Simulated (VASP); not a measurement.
Here is a VASP 6.6.1 calculation.

INCAR

```
ALGO = Normal
EDIFF = 1E-6
ENCUT = 520
GGA = PE
ISIF = 2
ISMEAR = -1
LASPH = T
LCHARG = F
LREAL = F
LWAVE = F
NBANDS = 16
NELM = 100
PREC = Accurate
SIGMA = 0.05
```

Contents of KPOINTS:

```
k-points
0
Gamma
  5 5 4
```

File POSCAR:

```
Se
1.0
    4.3662000000      0.0000000000      0.0000000000
   -2.1831000000      3.7812401180      0.0000000000
    0.0000000000      0.0000000000      4.9536000000
Se
3
Direct
    0.7746000000      0.7746000000      0.0000000000
    0.0000000000      0.2254000000      0.6666666667
    0.2254000000      0.0000000000      0.3333333333
```

Potentials or basis: VASP PAW PBE potentials, release 64 (Se).

Launch:

```bash
$ cat potpaw_PBE.64/Se/POTCAR > POTCAR
$ mpirun -np 1 vasp_std > vasp.out
```

(1) What does it give for the pressure?

(2) Predict the band gap on the k mesh.

Answers

(1) 2.9 GPa.

(2) 1.24 eV (least direct gap 1.34 eV).
